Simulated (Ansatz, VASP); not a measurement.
## Two plane-wave programs on Cu

```
Cu
1.0
     4.09195    0.00000    0.00000
    -2.04598    3.54373    0.00000
     0.00000    0.00000    4.99278
Cu
2
Direct
  0.33333 0.66667 0.83951
  0.66667 0.33333 0.16049
```

Alike in both runs: task single point; functional PBEsol; k mesh 9 × 9 × 8; occupations gaussian, width 0.1 eV; collinear spin.

|  | VASP | Ansatz |
| --- | --- | --- |
| version | VASP 6.6.1 | Ansatz 0.2.0 |
| potentials or method | VASP PAW PBE potentials, release 64 (Cu), cutoff 520 eV | scalar-relativistic, plane waves, PAW |
| valence electrons in the cell | 22 | 38 |

|  | VASP | Ansatz | Ansatz less VASP |
| --- | --- | --- | --- |
| gap on the k mesh at the Fermi level (eV) | none | none | - |
| rms of the force components (eV/Å) | 0.666 | 0.672 | +0.0063 |
| net moment per atom (μB) | 0.00 | 0.00 | 0.000 |

VASP's potentials were made for PBE, not for PBEsol. Atom by atom the forces differ by 0.006 eV/Å (rms over components). A gap of «none» marks a metal or a gap that the smearing closes. The functional is the same, so the differences come from potentials, cutoffs and numerics. VASP's potentials hold 22 valence electrons a cell and Ansatz's 38, so a difference there can come from the potentials and not from the codes. Ansatz's warnings: seeded moment not kept.
